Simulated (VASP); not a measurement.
# MgC: single point with PBE

Crystal: MgC.

```
Mg C
1.0
     1.84366   -4.14914    0.00000
     1.84366    4.14914    0.00000
     0.00000    0.00000    2.72068
Mg C
2 2
Direct
  0.85376 0.14624 0.25000
  0.14624 0.85376 0.75000
  0.55416 0.44584 0.25000
  0.44584 0.55416 0.75000
```

```yaml
Program: VASP 6.6.1
Task: single point
Functional: PBE
Potentials_or_basis: VASP PAW PBE potentials, release 64 (Mg, C)
Cutoff: 520 eV
k_mesh: 14 × 14 × 16
Occupations: gaussian, width 0.1 eV
Spin: no spin polarisation
Dipole_correction: no
Further_INCAR_settings: ALGO = Normal; EDIFF = 1e-06; NBANDS = 14
```

The pressure is -0.2 GPa and the largest force is 0.019 eV/Å. The band gap on the k mesh is zero (bands 6 and 7 overlap by 0.51 eV).

Forces in eV/Å, atoms in the order of the input:
```
Mg   0.000 -0.004  0.000
Mg   0.000  0.004  0.000
C    0.000 -0.019  0.000
C    0.000  0.019  0.000
```

Stress tensor (GPa, compression positive):
```
-0.33  0.00  0.00
 0.00 -0.24  0.00
 0.00  0.00  0.01
```

Levels at points of the mesh, in eV from the Fermi level:
```csv
k point,band 4,band 5,band 6,band 7,band 8,band 9
"(0.00, 0.00, 0.00)",-6.12,-4.77,-0.29,-0.10,2.35,4.61
"(0.50, 0.00, 0.00)",-4.91,-4.69,-0.81,1.21,3.91,5.32
"(0.50, 0.50, 0.00)",-4.73,-1.98,-1.05,1.04,1.82,3.33
"(0.00, 0.00, 0.50)",-4.91,-2.42,-2.42,0.00,0.00,3.67
"(0.50, 0.00, 0.50)",-5.33,-4.62,-4.62,1.06,1.06,5.72
"(0.50, 0.50, 0.50)",-6.18,-2.54,-2.54,2.80,2.80,3.37
```

Run time: 90 s on 1 thread of Intel(R) Xeon(R) 6975P-C (Granite Rapids) (shared host), peak memory 0.39 GiB.
